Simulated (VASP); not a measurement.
# TlBr (Pm-3m) in VASP: a series of runs

Runs on TlBr. Level: LDA. Tasks: vibrations by perturbation theory.

Everything below comes from runs of VASP 6.6.1. Logs are shortened: lines on timing, memory, paths and dates and some standing lists are left out, and cuts for length are marked.

## (1) The cell of the first run

It takes space group Pm-3m (No. 221, cubic). The conventional cell has a = 3.659 Å, b = 3.659 Å, c = 3.659 Å, α = 90.00°, β = 90.00°, γ = 90.00°. Tl (site symmetry m-3m) has 8 Br at 3.17 Å and 6 Tl at 3.66 Å within 4.2 Å. Br (site symmetry m-3m) has 8 Tl at 3.17 Å and 6 Br at 3.66 Å within 4.2 Å.

## (2) Vibrations by perturbation theory, LDA

Contents of INCAR:

```
SYSTEM = TlBr
PREC = Accurate ; ENCUT = 500
EDIFF = 1E-8 ; ISMEAR = 0
SIGMA = 0.01 ; LREAL = .FALSE.
LASPH = .TRUE. ; NELM = 120
ALGO = Normal ; ISIF = 2
LWAVE = .FALSE. ; LCHARG = .FALSE.
NBANDS = 17 ; IBRION = 8
NSW = 1 ; LEPSILON = .TRUE.
GGA_COMPAT = .FALSE.
```

Contents of KPOINTS:

```
regular mesh
0
G
  8 8 8
  0 0 0
```

Contents of POSCAR:

```
TlBr
1.0
    3.6594627625      0.0000000000      0.0000000000
    0.0000000000      3.6594627625      0.0000000000
    0.0000000000      0.0000000000      3.6594627625
Tl Br
1 1
Direct
    0.0000000000      0.0000000000      0.0000000000
    0.5000000000      0.5000000000      0.5000000000
```

Potentials or basis: VASP PAW LDA potentials, release 64 (Tl_d, Br).

The run is started by

```bash
$ cat potpaw_LDA.64/Tl_d/POTCAR potpaw_LDA.64/Br/POTCAR > POTCAR
$ mpirun -np 1 vasp_std > vasp.out
```

OUTCAR:

```text
SYSTEM = TlBr
   PREC = Accurate
   ENCUT = 500
   EDIFF = 1E-8
   ISMEAR = 0
   LREAL = .FALSE.
   LASPH = .TRUE.
   NELM = 120
   ISIF = 2
   IBRION = 8
   NSW = 1
   LEPSILON = .TRUE.

 ion  position               nearest neighbor table
   1  0.000  0.000  0.000-   2 3.17   2 3.17   2 3.17   2 3.17   2 3.17   2 3.17   2 3.17   2 3.17

   2  0.500  0.500  0.500-   1 3.17   1 3.17   1 3.17   1 3.17   1 3.17   1 3.17   1 3.17   1 3.17

  LATTYP: Found a simple cubic cell.
 ALAT       =     3.6594627625

  Lattice vectors:

 A1 = (   3.6594627625,   0.0000000000,   0.0000000000)
 A2 = (   0.0000000000,   3.6594627625,   0.0000000000)
 A3 = (   0.0000000000,   0.0000000000,   3.6594627625)

Analysis of symmetry for initial positions (statically):
=====================================================================
 Subroutine PRICEL returns:
 Original cell was already a primitive cell.

 Routine SETGRP: Setting up the symmetry group for a
 simple cubic supercell.

 Subroutine GETGRP returns: Found 48 space group operations
 (whereof 48 operations were pure point group operations)
 out of a pool of 48 trial point group operations.

The static configuration has the point symmetry O_h .

Analysis of symmetry for dynamics (positions and initial velocities):
=====================================================================
 Subroutine PRICEL returns:
 Original cell was already a primitive cell.

 Routine SETGRP: Setting up the symmetry group for a
 simple cubic supercell.

 Subroutine GETGRP returns: Found 48 space group operations
 (whereof 48 operations were pure point group operations)
 out of a pool of 48 trial point group operations.

The dynamic configuration has the point symmetry O_h .

 Subroutine INISYM returns: Found 48 space group operations
 (whereof 48 operations are pure point group operations),
 and found     1 'primitive' translations

----------------------------------------------------------------------------------------

                                     Primitive cell

  volume of cell :      49.0063

  direct lattice vectors                    reciprocal lattice vectors
     3.659462763  0.000000000  0.000000000     0.273264155  0.000000000  0.000000000
     0.000000000  3.659462763  0.000000000     0.000000000  0.273264155  0.000000000
     0.000000000  0.000000000  3.659462763     0.000000000  0.000000000  0.273264155

  length of vectors
     3.659462763  3.659462763  3.659462763     0.273264155  0.273264155  0.273264155

  position of ions in fractional coordinates (direct lattice)
     0.000000000  0.000000000  0.000000000
     0.500000000  0.500000000  0.500000000

  ion indices of the primitive-cell ions
   primitive index   ion index
                 1           1
                 2           2

----------------------------------------------------------------------------------------

 KPOINTS: regular mesh

Automatic generation of k-mesh.
 Grid dimensions read from file:
 generate k-points for:    8    8    8

 Generating k-lattice:

[... 629 lines left out ...]

 Free energy of the ion-electron system (eV)
  ---------------------------------------------------
  ---------------------------------------------------
  free energy    TOTEN  =        -1.32599640 eV

  energy without entropy =       -1.32599640

------------------------ aborting loop because EDIFF is reached ----------------------------------------

--------------------------------------- Ionic step        2  -------------------------------------------

------------------------ aborting loop because EDIFF is reached ----------------------------------------

--------------------------------------- Ionic step        3  -------------------------------------------

------------------------ aborting loop because EDIFF is reached ----------------------------------------

 PIEZOELECTRIC TENSOR FIELD DIRECTION 3  (e Angst)
 -----------------------------------------------------------------------------
    -0.00516  0.00000  0.00000           (  0.00001  0.00000  0.00000)
     0.00000 -0.00516 -0.00000           (  0.00000  0.00001  0.00000)
     0.00000  0.00000  0.01018           (  0.00000  0.00000 -0.00001)

 PIEZOELECTRIC TENSOR FIELD DIRECTION 3  (C/m^2)
 -----------------------------------------------------------------------------
    -0.00169  0.00000  0.00000
     0.00000 -0.00169 -0.00000
     0.00000  0.00000  0.00333

--------------------------------------- Ionic step        4  -------------------------------------------

------------------------ aborting loop because EDIFF is reached ----------------------------------------

[... ionic steps 5 to 6 ...]

--------------------------------------- Ionic step        7  -------------------------------------------

 Free energy of the ion-electron system (eV)
  ---------------------------------------------------
  ---------------------------------------------------
  free energy    TOTEN  =        -0.13836291 eV

  energy without entropy =       -0.13836291

------------------------ aborting loop because EDIFF is reached ----------------------------------------

 INTERNAL STRAIN TENSOR  FOR ION    2  DIRECTION 1   (eV/Angst):
 -----------------------------------------------------------------------------
    -0.01733 -0.00000  0.00000
    -0.00000  0.01655  0.00000
    -0.00000  0.00000  0.01655

 MACROSCOPIC STATIC DIELECTRIC TENSOR (including local field effects in DFT)
 ------------------------------------------------------
          10.295437     0.000000     0.000000
          -0.000000    10.295437    -0.000000
           0.000000     0.000000    10.295437
 ------------------------------------------------------

 PIEZOELECTRIC TENSOR (including local field effects)  for field in x, y, z        (e  Angst)
          XX          YY          ZZ          XY          YZ          ZX
  --------------------------------------------------------------------------------
  x     0.00000     0.00000     0.00000     0.00000     0.00000     0.00000
  y     0.00000     0.00000     0.00000     0.00000     0.00000     0.00000
  z     0.00000     0.00000     0.00000     0.00000     0.00000     0.00000

 PIEZOELECTRIC TENSOR (including local field effects)  for field in x, y, z        (C/m^2)
          XX          YY          ZZ          XY          YZ          ZX
  --------------------------------------------------------------------------------
  x     0.00000     0.00000     0.00000     0.00000     0.00000     0.00000
  y     0.00000     0.00000     0.00000     0.00000     0.00000     0.00000
  z     0.00000     0.00000     0.00000     0.00000     0.00000     0.00000

 BORN EFFECTIVE CHARGES (including local field effects) (in |e|, cummulative output)
 ---------------------------------------------------------------------------------
 ion    1
    1     2.36762     0.00000     0.00000
    2     0.00000     2.36762     0.00000
    3     0.00000     0.00000     2.36762
 ion    2
    1    -2.36762    -0.00000    -0.00000
    2    -0.00000    -2.36762    -0.00000
    3    -0.00000    -0.00000    -2.36762

 INTERNAL STRAIN TENSOR FOR ION    2 for displacements in x,y,z  (eV/Angst):
          X           Y           Z          XY          YZ          ZX
  --------------------------------------------------------------------------------
  x     0.00000     0.00000     0.00000     0.00000     0.00000     0.00000
  y     0.00000     0.00000     0.00000     0.00000     0.00000     0.00000
  z     0.00000     0.00000     0.00000     0.00000     0.00000     0.00000

 SECOND DERIVATIVES (NOT SYMMETRIZED)
 ------------------------------------
               1X          1Y          1Z          2X          2Y          2Z
  1X    -1.562071   -0.000000    0.000000    1.562071    0.000000   -0.000000
  1Y    -0.000000   -1.562071   -0.000000    0.000000    1.562071    0.000000
  1Z     0.000000    0.000000   -1.562071   -0.000000   -0.000000    1.562071
  2X     1.570379    0.000000    0.000000   -1.570379   -0.000000    0.000000
  2Y    -0.000000    1.570379    0.000000    0.000000   -1.570379   -0.000000
  2Z     0.000000    0.000000    1.570379   -0.000000    0.000000   -1.570379

 Eigenvectors and eigenvalues of the dynamical matrix
 ----------------------------------------------------

   1 f  =    2.582872 THz    16.228664 2PiTHz   86.155337 cm-1    10.681896 meV
             X         Y         Z           dx          dy          dz
      0.000000  0.000000  0.000000     0.529151   -0.000000   -0.000000
      1.829731  1.829731  1.829731    -0.848528    0.000000    0.000000
[... 21 lines left out ...]
   6 f/i=    0.003076 THz     0.019328 2PiTHz    0.102607 cm-1     0.012722 meV
             X         Y         Z           dx          dy          dz
      0.000000  0.000000  0.000000     0.000000   -0.000000   -0.848528
      1.829731  1.829731  1.829731     0.000000    0.000000   -0.529151

--------------------------------------------------------------------------------------------------------

 MACROSCOPIC STATIC DIELECTRIC TENSOR IONIC CONTRIBUTION
 ------------------------------------------------------
          13.215481    -0.000000     0.000000
          -0.000000    13.215481     0.000000
           0.000000     0.000000    13.215481
 ------------------------------------------------------

 ELASTIC MODULI CONTR FROM IONIC RELAXATION (kBar)
 Direction    XX          YY          ZZ          XY          YZ          ZX
 --------------------------------------------------------------------------------
 XX           0.0000      0.0000      0.0000      0.0000      0.0000      0.0000
 YY           0.0000      0.0000      0.0000      0.0000      0.0000      0.0000
 ZZ           0.0000      0.0000      0.0000      0.0000      0.0000      0.0000
 XY           0.0000      0.0000      0.0000      0.0000      0.0000      0.0000
 YZ           0.0000      0.0000      0.0000      0.0000      0.0000      0.0000
 ZX           0.0000      0.0000      0.0000      0.0000      0.0000      0.0000
 --------------------------------------------------------------------------------

 PIEZOELECTRIC TENSOR IONIC CONTR  for field in x, y, z        (C/m^2)
          XX          YY          ZZ          XY          YZ          ZX
  --------------------------------------------------------------------------------
  x     0.00000     0.00000     0.00000     0.00000     0.00000     0.00000
  y     0.00000     0.00000     0.00000     0.00000     0.00000     0.00000
  z     0.00000     0.00000     0.00000     0.00000     0.00000     0.00000
```

It took 2.9 min on 1 thread of Intel Xeon 6975P-C (Granite Rapids), shared host; peak memory 0.28 GiB.

Results:

```yaml
Electronic_dielectric_tensor_diagonal: 10.30
Born_charges_mean_of_the_diagonal: Tl +2.37; Br -2.37 e
Highest_phonon_frequency_at_Γ_LO-TO_splitting_left_out: 86 cm⁻¹
```

Phonon frequencies in cm⁻¹ (negative: imaginary):
```tsv
q point	frequencies
(0.000, 0.000, 0.000)	0 0 0 86 86 86
```

Electronic dielectric tensor:
```
10.30  0.00  0.00
 0.00 10.30  0.00
 0.00  0.00 10.30
```

Born effective charge tensors (e):
atom 1, Tl
```
2.37 0.00 0.00
0.00 2.37 0.00
0.00 0.00 2.37
```
atom 2, Br
```
-2.37  0.00  0.00
 0.00 -2.37  0.00
 0.00  0.00 -2.37
```

Caveat: the cell stands under pressure or tension, which shifts response properties; spin-orbit coupling is left out, which moves the levels of the heavy elements.

(Continued in part 2 of 4.)
